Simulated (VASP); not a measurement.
# AlNi (P4/mmm) in VASP: notebook, part 2 of 2

VASP 6.6.1. The steps go on from the part before.

### Step 3. Single point, PBEsol (strain +0.025 along x and y, -0.050 along z)

The input, INCAR:

```
PREC = Accurate
ENCUT = 600
EDIFF = 1E-6
ISMEAR = 0
SIGMA = 0.15
LREAL = F
LASPH = T
NELM = 120
ALGO = Normal
ISIF = 2
LWAVE = F
LCHARG = F
GGA = PS
NBANDS = 14
GGA_COMPAT = F
```

The input, KPOINTS:

```
regular mesh
0
Gamma
  20 20 20
```

The input, POSCAR:

```
AlNi
1.0
    2.9337196908      0.0000000000      0.0000000000
    0.0000000000      2.9337196908      0.0000000000
    0.0000000000      0.0000000000      2.7190572744
Al Ni
1 1
Direct
    0.0000000000      0.0000000000      0.0000000000
    0.5000000000      0.5000000000      0.5000000000
```

Potentials or basis: VASP PAW PBE potentials, release 64 (Al, Ni).

The run is started by

```console
$ cat potpaw_PBE.64/Al/POTCAR potpaw_PBE.64/Ni/POTCAR > POTCAR
$ mpirun -np 1 vasp_std > vasp.out
```

OUTCAR:

```text
PREC = Accurate
   ENCUT = 600
   EDIFF = 1E-6
   ISMEAR = 0
   LREAL = F
   LASPH = T
   NELM = 120
   ISIF = 2
   GGA = PS

 ion  position               nearest neighbor table
   1  0.000  0.000  0.000-   2 2.48   2 2.48   2 2.48   2 2.48   2 2.48   2 2.48   2 2.48   2 2.48

   2  0.500  0.500  0.500-   1 2.48   1 2.48   1 2.48   1 2.48   1 2.48   1 2.48   1 2.48   1 2.48

  LATTYP: Found a simple tetragonal cell.
 ALAT       =     2.9337196908
 C/A-ratio  =     0.9268292683

  Lattice vectors:

 A1 = (   2.9337196908,   0.0000000000,   0.0000000000)
 A2 = (   0.0000000000,   2.9337196908,   0.0000000000)
 A3 = (   0.0000000000,   0.0000000000,   2.7190572744)

Analysis of symmetry for initial positions (statically):
=====================================================================
 Subroutine PRICEL returns:
 Original cell was already a primitive cell.

 Routine SETGRP: Setting up the symmetry group for a
 simple tetragonal supercell.

 Subroutine GETGRP returns: Found 16 space group operations
 (whereof 16 operations were pure point group operations)
 out of a pool of 16 trial point group operations.

The static configuration has the point symmetry D_4h.

Analysis of symmetry for dynamics (positions and initial velocities):
=====================================================================
 Subroutine PRICEL returns:
 Original cell was already a primitive cell.

 Routine SETGRP: Setting up the symmetry group for a
 simple tetragonal supercell.

 Subroutine GETGRP returns: Found 16 space group operations
 (whereof 16 operations were pure point group operations)
 out of a pool of 16 trial point group operations.

The dynamic configuration has the point symmetry D_4h.

 Subroutine INISYM returns: Found 16 space group operations
 (whereof 16 operations are pure point group operations),
 and found     1 'primitive' translations

----------------------------------------------------------------------------------------

                                     Primitive cell

  volume of cell :      23.4021

  direct lattice vectors                    reciprocal lattice vectors
     2.933719691  0.000000000  0.000000000     0.340864195  0.000000000  0.000000000
     0.000000000  2.933719691  0.000000000     0.000000000  0.340864195  0.000000000
     0.000000000  0.000000000  2.719057274     0.000000000  0.000000000  0.367774526

  length of vectors
     2.933719691  2.933719691  2.719057274     0.340864195  0.340864195  0.367774526

  position of ions in fractional coordinates (direct lattice)
     0.000000000  0.000000000  0.000000000
     0.500000000  0.500000000  0.500000000

  ion indices of the primitive-cell ions
   primitive index   ion index
                 1           1
                 2           2

----------------------------------------------------------------------------------------

 KPOINTS: regular mesh

Automatic generation of k-mesh.
 Grid dimensions read from file:
 generate k-points for:   20   20   20

 Generating k-lattice:

  Cartesian coordinates                     Fractional coordinates (reciprocal lattice)
     0.017043210  0.000000000  0.000000000     0.050000000  0.000000000  0.000000000
     0.000000000  0.017043210  0.000000000     0.000000000  0.050000000  0.000000000
[... 42 lines left out ...]
   total plane-waves  NPLWV =  13824
   dimension x,y,z NGX =    24 NGY =   24 NGZ =   24
   dimension x,y,z NGXF=    48 NGYF=   48 NGZF=   48
   ions per type =               1   1
   NGX,Y,Z   is equivalent  to a cutoff of  13.60, 13.60, 14.67 a.u.
   NGXF,Y,Z  is equivalent  to a cutoff of  27.20, 27.20, 29.35 a.u.
 SYSTEM =  unknown system
   PREC   = accura    normal or accurate (medium, high low for compatibility)
   ISTART =      0    job   : 0-new  1-cont  2-samecut
   ICHARG =      2    charge: 1-file 2-atom 10-const
   ISPIN  =      1    spin polarized calculation?
   LNONCOLLINEAR =      F non collinear calculations
   LSORBIT =      F    spin-orbit coupling
   LASPH  =      T    aspherical Exc in radial PAW
   ENCUT  =  600.0 eV  44.10 Ry    6.64 a.u.   5.86  5.86  5.43*2*pi/ulx,y,z
   NELM   =    120;   NELMIN=  2; NELMDL= -5     # of ELM steps
   EDIFF  = 0.1E-05   stopping-criterion for ELM
   LREAL  =      F    real-space projection
   EDIFFG = 0.1E-04   stopping-criterion for IOM
   NSW    =      0    number of steps for IOM
   IBRION =     -1    ionic relax: 0-MD 1-quasi-New 2-CG
   NFREE  =      0    steps in history (QN), initial steepest desc. (CG)
   ISIF   =      2    stress and relaxation
   ISYM   =      2    0-nonsym 1-usesym 2-fastsym
   POTIM  = 0.5000    time-step for ionic-motion
   TEBEG  =    0.0;   TEEND  =   0.0 temperature during run
   PSTRESS=    0.0 pullay stress
   NELECT =      13.0000    total number of electrons
   NUPDOWN=      -1.0000    fix difference up-down
   EMIN   =  10.00;   EMAX   =-10.00  energy-range for DOS
   EFERMI =   0.00;   METHOD = LEGACY
   ISMEAR =     0;   SIGMA  =   0.15  broadening in eV -4-tet -1-fermi 0-gaus
   EFERMI_NEDOS =   21; number of points for ismear=-14 and -15
   IALGO  =     38    algorithm
   IMIX   =      4    mixing-type and parameters
     AMIX     =   0.40;   BMIX     =  1.00
     AMIX_MAG =   1.60;   BMIX_MAG =  1.00
  volume/ion in A,a.u.               =      11.70        78.96
  Fermi-wavevector in a.u.,A,eV,Ry     =   1.345770  2.543136 24.641459  1.811096
  Thomas-Fermi vector in A             =   2.473656
   LORBIT       =      0    0 simple, 1 ext, 2 COOP (PROOUT), +10 PAW based schemes
   GGA     = PS    functional components
   LHFCALC =     F    Hartree Fock is set to
   AEXX    =    0.0000 exact exchange contribution
   IVDW    =     0    specifies the selected vdW correction
   LEPSILON=     F    determine dielectric tensor
   LRPA    =     F    only Hartree local field effects (RPA)
 non-spin polarized calculation
 Gauss-broadening in eV      SIGMA  =   0.15
  energy-cutoff  :      600.00
  volume of cell :       23.40
 maximum number of plane-waves:       802
 NGX is ok and might be reduce to    24
   NGX = 11   NGY = 11   NGZ = 11

 number of electron      13.0000002 magnetization

 Free energy of the ion-electron system (eV)
  ---------------------------------------------------
  ext. energy  EPLUGINS =         0.00000000
  ---------------------------------------------------
  free energy    TOTEN  =       -11.56369746 eV

  energy without entropy =      -11.55374350  energy(sigma->0) =      -11.55872048

 E-fermi :  10.1844     XC(G=0): -12.2710

 val. band max:       10.1822977114   @ k =   0.3000   0.1000   0.0500
 cond. band min:      10.1849379074   @ k =   0.4500   0.3500   0.4500
 fundamental gap:      0.0026401960
 Fermi energy:        10.1844032606

 k-point     1 :       0.0000    0.0000    0.0000
  band No.  band energies     occupation
      1      -1.1105      2.00000
      2       6.8081      2.00000
      3       6.8423      2.00000
      4       8.4493      2.00000
      5       8.6839      2.00000
      6       8.6839      2.00000
      7      14.8721      0.00000
      8      14.8721      0.00000
      9      17.7163      0.00000
     10      18.0767      0.00000
     11      18.4330      0.00000
     12      24.5913      0.00000
     13      30.1706      0.00000
     14      32.0279      0.00000
[... 377 lines left out ...]
      1      -0.2311      2.00000
      2       6.6320      2.00000
      3       6.9581      2.00000
      4       8.0538      2.00000
      5       8.4975      2.00000
      6       8.6563      2.00000
      7      11.6062      0.00000
      8      14.2867      0.00000
      9      18.7643      0.00000
     10      19.5792      0.00000
     11      21.9519      0.00000
     12      24.4028      0.00000
     13      26.8243      0.00000
     14      28.3818      0.00000

 [... further k-points ...]

------------------------ aborting loop because EDIFF is reached ----------------------------------------

  FORCE on cell =-STRESS in cart. coord.  units (eV):
  Direction    XX          YY          ZZ          XY          YZ          ZX
  --------------------------------------------------------------------------------------
  -------------------------------------------------------------------------------------
  Total       -0.2587443     -0.2587443      0.8989640      0.0000000      0.0000000      0.0000000
  in kB      -17.7143699    -17.7143699     61.5456391      0.0000000      0.0000000      0.0000000
  external PRESSURE =       8.7056331 kB  Pullay stress =       0.0000000 kB

 VOLUME and BASIS-vectors are now :
 -----------------------------------------------------------------------------
  energy-cutoff  :      600.00
  volume of cell :       23.40
      direct lattice vectors                 reciprocal lattice vectors
     2.933719691  0.000000000  0.000000000     0.340864195  0.000000000  0.000000000
     0.000000000  2.933719691  0.000000000     0.000000000  0.340864195  0.000000000
     0.000000000  0.000000000  2.719057274     0.000000000  0.000000000  0.367774526

 POSITION                                       TOTAL-FORCE (eV/Angst)
 -----------------------------------------------------------------------------------
      0.00000      0.00000      0.00000         0.000000      0.000000      0.000000
      1.46686      1.46686      1.35953         0.000000      0.000000      0.000000
 -----------------------------------------------------------------------------------
    total drift:                                0.000000     -0.000000     -0.000000

  FREE ENERGIE OF THE ION-ELECTRON SYSTEM (eV)
  ---------------------------------------------------
  free  energy   TOTEN  =       -11.5636974560 eV

  energy  without entropy=      -11.5537434956  energy(sigma->0) =      -11.55872048
```

OSZICAR:

```text
N       E                     dE             d eps       ncg     rms          rms(c)
DAV:   1     0.435560860775E+02    0.43556E+02   -0.59805E+03 20584   0.110E+03
DAV:   2    -0.112351652482E+02   -0.54791E+02   -0.49534E+02 21762   0.194E+02
DAV:   3    -0.132206635879E+02   -0.19855E+01   -0.19622E+01 25788   0.400E+01
DAV:   4    -0.132472001856E+02   -0.26537E-01   -0.26528E-01 24022   0.418E+00
DAV:   5    -0.132479649758E+02   -0.76479E-03   -0.76477E-03 26298   0.782E-01    0.130E+01
DAV:   6    -0.153985917263E+02   -0.21506E+01   -0.51777E+01 23754   0.103E+02    0.166E+01
DAV:   7    -0.116003880681E+02    0.37982E+01   -0.15028E+01 24480   0.605E+01    0.118E+00
DAV:   8    -0.115791927765E+02    0.21195E-01   -0.34180E-01 25662   0.641E+00    0.101E+00
DAV:   9    -0.115641802911E+02    0.15012E-01   -0.45826E-02 26356   0.275E+00    0.226E-01
DAV:  10    -0.115637032785E+02    0.47701E-03   -0.20367E-03 28648   0.617E-01    0.852E-02
DAV:  11    -0.115636990244E+02    0.42541E-05   -0.64766E-05 27250   0.746E-02    0.159E-02
DAV:  12    -0.115636977251E+02    0.12994E-05   -0.51350E-06 23192   0.309E-02    0.407E-03
DAV:  13    -0.115636974560E+02    0.26902E-06   -0.22931E-07 13566   0.669E-03
   1 F= -.11563697E+02 E0= -.11558720E+02  d E =-.995396E-02
```

Run time: 3.3 min. Hardware: 1 thread of Intel Xeon 8259CL, shared host; peak memory 0.4 GiB.

Results:

```yaml
Free_energy: -11.5637 eV
Pressure: 0.9 GPa
Band_gap_on_the_k_mesh: zero (an odd number of electrons rules out a gap without spin polarisation)
```

Levels at points of the mesh, in eV from the Fermi level:
```csv
k point,band 5,band 6,band 7,band 8,band 9,band 10
"(0.00, 0.00, 0.00)",-1.50,-1.50,4.69,4.69,7.53,7.89
"(0.50, 0.00, 0.00)",-2.02,-1.43,-0.85,8.16,9.15,10.11
"(0.50, 0.50, 0.00)",-1.91,-1.91,-1.16,1.01,2.14,13.91
"(0.00, 0.00, 0.50)",-2.46,-1.59,-0.28,8.37,9.47,9.47
"(0.50, 0.00, 0.50)",-2.30,-2.20,-1.02,1.80,2.83,11.96
"(0.50, 0.50, 0.50)",-0.93,1.94,1.94,2.09,3.95,4.02
```

Caveat: the cell differs from its parent crystal (strain +0.025 along x and y, -0.050 along z); the PAW data sets were made with another functional, which shifts forces and pressure a little.
